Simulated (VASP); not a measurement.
Here is a VASP 6.6.1 calculation.

File INCAR:

```
PREC     = Accurate       # precision mode
ENCUT    = 520            # plane-wave cutoff, eV
EDIFF    = 1E-6           # SCF threshold, eV
ISMEAR   = 0              # smearing method
SIGMA    = 0.1            # smearing width, eV
LREAL    = False          # projectors in reciprocal space
LASPH    = True           # aspherical terms in the spheres
NELM     = 100            # most SCF steps
ALGO     = Normal         # electronic algorithm
ISIF     = 2              # what is computed and relaxed
LWAVE    = False          # write WAVECAR
LCHARG   = False          # write CHGCAR
GGA      = CA             # functional
NBANDS   = 12             # bands
```

Contents of KPOINTS:

```
regular mesh
0
Gamma
  16 16 16
```

The input POSCAR:

```
Ta
1.0
   -1.6263540845      1.6263540845      1.6263540845
    1.6263540845     -1.6263540845      1.6263540845
    1.6263540845      1.6263540845     -1.6263540845
Ta
1
Direct
    0.0000000000      0.0000000000      0.0000000000
```

Potentials or basis: VASP PAW LDA potentials, release 64 (Ta_pv).

The run is started by

```bash
$ cat potpaw_LDA.64/Ta_pv/POTCAR > POTCAR
$ mpirun -np 1 vasp_std > vasp.out
```

Estimate the pressure.

0.8 GPa.

What does it give for the band gap on the k mesh?

Zero (an odd number of electrons rules out a gap without spin polarisation).

Caveat: spin-orbit coupling is left out, which moves the levels of the heavy elements.
